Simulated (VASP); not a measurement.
# BP (CsCl type) (Pm-3m) in VASP: a series of runs, part 2 of 2

VASP 6.6.1. Earlier steps stand in the parts before.

## Step 5: Relaxation of cell and atoms, PBE, target pressure 0.25 GPa, at which the enthalpy is minimised

The input, INCAR:

```
PREC = Accurate
ENCUT = 500
EDIFF = 1E-7
ISMEAR = -1
SIGMA = 0.05
LREAL = F
LASPH = T
NELM = 120
ALGO = Normal
ISIF = 3
LWAVE = F
LCHARG = F
GGA = PE
IBRION = 2
NSW = 32
EDIFFG = -0.005
PSTRESS = 2.5
GGA_COMPAT = F
NELMIN = 4
```

The input, KPOINTS:

```
Automatic mesh
0
Gamma
  14 14 14
```

The input, POSCAR:

```
BP
1.0
    2.7127448851      0.0000000000      0.0000000000
    0.0000000000      2.7127448851      0.0000000000
    0.0000000000      0.0000000000      2.7127448851
B P
1 1
Direct
    0.0000000000      0.0000000000      0.0000000000
    0.5000000000      0.5000000000      0.5000000000
```

Potentials or basis: VASP PAW PBE potentials, release 64 (B, P).

On the command line:

```bash
$ cat potpaw_PBE.64/B/POTCAR potpaw_PBE.64/P/POTCAR > POTCAR
$ mpirun -np 1 vasp_std > vasp.out
```

OUTCAR:

```text
PREC = Accurate
   ENCUT = 500
   EDIFF = 1E-7
   ISMEAR = -1
   LREAL = F
   LASPH = T
   NELM = 120
   ISIF = 3
   GGA = PE
   IBRION = 2
   NSW = 32
   EDIFFG = -0.005
   PSTRESS = 2.5
   NELMIN = 4

 ion  position               nearest neighbor table
   1  0.000  0.000  0.000-   2 2.35   2 2.35   2 2.35   2 2.35   2 2.35   2 2.35   2 2.35   2 2.35

   2  0.500  0.500  0.500-   1 2.35   1 2.35   1 2.35   1 2.35   1 2.35   1 2.35   1 2.35   1 2.35

  LATTYP: Found a simple cubic cell.
 ALAT       =     2.7127448851

  Lattice vectors:

 A1 = (   2.7127448851,   0.0000000000,   0.0000000000)
 A2 = (   0.0000000000,   2.7127448851,   0.0000000000)
 A3 = (   0.0000000000,   0.0000000000,   2.7127448851)

Analysis of symmetry for initial positions (statically):
=====================================================================
 Subroutine PRICEL returns:
 Original cell was already a primitive cell.

 Routine SETGRP: Setting up the symmetry group for a
 simple cubic supercell.

 Subroutine GETGRP returns: Found 48 space group operations
 (whereof 48 operations were pure point group operations)
 out of a pool of 48 trial point group operations.

The static configuration has the point symmetry O_h .

Analysis of symmetry for dynamics (positions and initial velocities):
=====================================================================
 Subroutine PRICEL returns:
 Original cell was already a primitive cell.

 Routine SETGRP: Setting up the symmetry group for a
 simple cubic supercell.

 Subroutine GETGRP returns: Found 48 space group operations
 (whereof 48 operations were pure point group operations)
 out of a pool of 48 trial point group operations.

The dynamic configuration has the point symmetry O_h .

 Subroutine INISYM returns: Found 48 space group operations
 (whereof 48 operations are pure point group operations),
 and found     1 'primitive' translations

[... 172 lines left out ...]
  ---------------------------------------------------
  free  energy   TOTEN  =        -9.2462416238 eV

  energy  without entropy=       -9.2397214787  energy(sigma->0) =       -9.24298155

  enthalpy is  TOTEN    =        -9.2150917503 eV   P V=        0.0311498734

--------------------------------------- Ionic step        2  -------------------------------------------

 number of electron       7.9999998 magnetization

 Free energy of the ion-electron system (eV)
  ---------------------------------------------------
  ext. energy  EPLUGINS =         0.00000000
  ---------------------------------------------------
  free energy    TOTEN  =        -9.24620047 eV

  energy without entropy =       -9.23971089  energy(sigma->0) =       -9.24295568

 E-fermi :  10.1875     XC(G=0): -12.1383

 val. band max:       10.1381542322   @ k =   0.3571   0.2857   0.1429
 cond. band min:      10.1931894507   @ k =   0.5000   0.1429   0.0000
 fundamental gap:      0.0550352186
 Fermi energy:        10.1875153600

 k-point     1 :       0.0000    0.0000    0.0000
  band No.  band energies     occupation
      1      -7.0592      2.00000
      2       9.0718      2.00000
      3       9.0718      2.00000
      4       9.0718      2.00000
      5      12.4144      0.00000
      6      14.5360      0.00000
      7      14.5360      0.00000
      8      21.0947      0.00000
[... 243 lines left out ...]
 k-point    24 :       0.3571    0.2143    0.0000
  band No.  band energies     occupation
      1      -3.9544      2.00000
      2       1.6038      2.00000
      3       6.5144      2.00000
      4      11.4225      0.00000
      5      12.0129      0.00000
      6      15.8004      0.00000
      7      16.2529      0.00000
      8      18.9059      0.00000

 [... further k-points ...]

------------------------ aborting loop because EDIFF is reached ----------------------------------------

  FORCE on cell =-STRESS in cart. coord.  units (eV):
  Direction    XX          YY          ZZ          XY          YZ          ZX
  --------------------------------------------------------------------------------------
  -------------------------------------------------------------------------------------
  Total        0.0378192      0.0378192      0.0378192     -0.0000000      0.0000000      0.0000000
  in kB        3.0415651      3.0415651      3.0415651     -0.0000000      0.0000000      0.0000000
  external PRESSURE =       0.5415651 kB  Pullay stress =       2.5000000 kB

 VOLUME and BASIS-vectors are now :
 -----------------------------------------------------------------------------
  energy-cutoff  :      500.00
  volume of cell :       19.92
      direct lattice vectors                 reciprocal lattice vectors
     2.710868813  0.000000000 -0.000000000     0.368885427  0.000000000  0.000000000
     0.000000000  2.710868813  0.000000000    -0.000000000  0.368885427 -0.000000000
     0.000000000  0.000000000  2.710868813     0.000000000 -0.000000000  0.368885427

 POSITION                                       TOTAL-FORCE (eV/Angst)
 -----------------------------------------------------------------------------------
      0.00000      0.00000      0.00000         0.000000     -0.000000      0.000000
      1.35543      1.35543      1.35543         0.000000      0.000000      0.000000
 -----------------------------------------------------------------------------------
    total drift:                                0.000000      0.000000     -0.000000

  FREE ENERGIE OF THE ION-ELECTRON SYSTEM (eV)
  ---------------------------------------------------
  free  energy   TOTEN  =        -9.2462004651 eV

  energy  without entropy=       -9.2397108947  energy(sigma->0) =       -9.24295568

  enthalpy is  TOTEN    =        -9.2151151746 eV   P V=        0.0310852905

 reached required accuracy - stopping structural energy minimisation
```

Run time: 22 s. Hardware: 1 thread of Intel Xeon 8259CL, shared host; peak memory 0.13 GiB.

Results:

```yaml
Free_energy: -9.2462 eV
Relaxed_volume: 9.96 Å³/atom
Relaxed_cell: a = 2.711 Å, b = 2.711 Å, c = 2.711 Å, α = 90.00°, β = 90.00°, γ = 90.00°
Space_group_after_relaxing_to_0.1_Å: Pm-3m (No. 221)
Energy_change_on_relaxing_the_run_minimises_the_enthalpy: +0.0 meV/atom
Ionic_steps: 2
Pressure_after_relaxing: 0.3 GPa
```

Final structure:
```
B P
1.0
     2.71087    0.00000    0.00000
     0.00000    2.71087    0.00000
     0.00000    0.00000    2.71087
B P
1 1
Direct
  0.00000 0.00000 0.00000
  0.50000 0.50000 0.50000
```

Levels at points of the mesh, in eV from the Fermi level:
```tsv
k point	band 2	band 3	band 4	band 5	band 6	band 7
(0.00, 0.00, 0.00)	-1.12	-1.12	-1.12	2.23	4.35	4.35
(0.50, 0.00, 0.00)	-11.51	2.88	2.88	3.41	3.41	5.11
(0.50, 0.50, 0.00)	-8.16	-8.16	-6.09	5.13	5.52	8.41
(0.50, 0.50, 0.50)	-3.81	-3.81	-3.81	-3.13	-3.13	-3.13
```

Caveat: the cell is relaxed towards a set pressure, so the run minimises the enthalpy, not the energy; the highest band is partly filled, so the run has too few bands.

## Step 6: The runs side by side

| task | cell | pressure (GPa) |
| --- | --- | --- |
| single point | a = 2.713 Å, 2 atoms | 0.0 |
| relaxation of cell and atoms | relaxed to 0.25 GPa from a = 2.656 Å, 2 atoms | 0.3 |
| relaxation of cell and atoms | relaxed to 0.25 GPa from a = 2.713 Å, 2 atoms | 0.3 |

Alike in all rows: level PBE; potentials or basis VASP PAW PBE potentials, release 64 (B, P); no spin polarisation; k mesh 14 × 14 × 14; cutoff (eV) 500; smearing fermi-dirac 0.05 eV.

Caveats: the cell is relaxed towards a set pressure, so the run minimises the enthalpy, not the energy (at least some runs); the highest band is partly filled, so the run has too few bands (at least some runs).

Total energies depend on the potentials used, so only differences within one code and one set of settings carry meaning.
